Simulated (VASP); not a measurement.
Ru: single point with PBEsol+D4

The system is Ru.

```xyz
1
Lattice="0.0000 1.9150 1.9150 1.9150 0.0000 1.9150 1.9150 1.9150 0.0000" Properties=species:S:1:pos:R:3 pbc="T T T"
Ru    0.0000    0.0000    0.0000
```

This isn't the form of Ru at room conditions, which is hcp.

```json
{"Program": "VASP 6.6.1", "Task": "single point", "Functional": "PBEsol", "Dispersion": "D4", "Potentials or basis": "VASP PAW PBE potentials, release 64 (Ru_pv)", "Cutoff": "500 eV", "k mesh": "12 × 12 × 12", "Occupations": "fermi-dirac, width 0.1 eV", "Spin": "non-collinear spin, zero start, spin-orbit coupling", "Starting moments": "[[0.0, 0.0, 0.0]] μB"}
```

```
Pressure                                              : -17.6 GPa
Net moment                                            : 0.00 μB per cell
Valence electrons inside the program's atomic spheres : Ru 12.59
Dispersion energy per atom                            : -0.295 eV
```

Moments on the atoms (μB; x, y, z):
```
Ru  0.00 0.00 0.00
```

It took 24 s on 1 thread of Intel(R) Xeon(R) 6975P-C (Granite Rapids), with other jobs on the host, peak memory 0.17 GiB.

Caveat: the cell stands under tension; the PAW data sets were made with another functional, which shifts forces and pressure a little.
